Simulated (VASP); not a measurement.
AlN, 4 atoms in the cell. Symmetry: P6_3/mmc, No. 194, hexagonal system. The conventional cell has a = 3.343 Å, b = 3.343 Å, c = 4.329 Å, α = 90.00°, β = 90.00°, γ = 120.00°. Al (site symmetry -6m2) has 5 N at 1.93 to 2.16 Å within 2.6 Å. Within 2.6 Å of N (site symmetry -6m2) lie 5 Al at 1.93 to 2.16 Å.  This cell differs from its parent crystal: volume 10.473 Å^3 an atom, c/a of the conventional cell 1.2949.

```yaml
Program: VASP 6.6.1
Task: single point
Functional: PBEsol
Potentials_or_basis: VASP PAW PBE potentials, release 64 (Al, N)
Cutoff: 520 eV
k_mesh: 9 × 9 × 6
Occupations: gaussian, width 0.05 eV
Spin: no spin polarisation
Dipole_correction: no
Further_INCAR_settings: ALGO = Normal; EDIFF = 1e-06; NBANDS = 16
```

Potentials or basis: VASP PAW PBE potentials, release 64 (Al, N).

Run with:

```console
$ cat potpaw_PBE.64/Al/POTCAR potpaw_PBE.64/N/POTCAR > POTCAR
$ mpirun -np 1 vasp_std > vasp.out
```

Hardware: 1 thread of Intel(R) Xeon(R) 6975P-C (Granite Rapids), on a shared host.

Problem. How long does it take, and how much memory?

Solution. Run time: 14 s on 1 thread of Intel(R) Xeon(R) 6975P-C (Granite Rapids) (shared host), peak memory 0.16 GiB. Counts: scf iterations 13, k points 48.
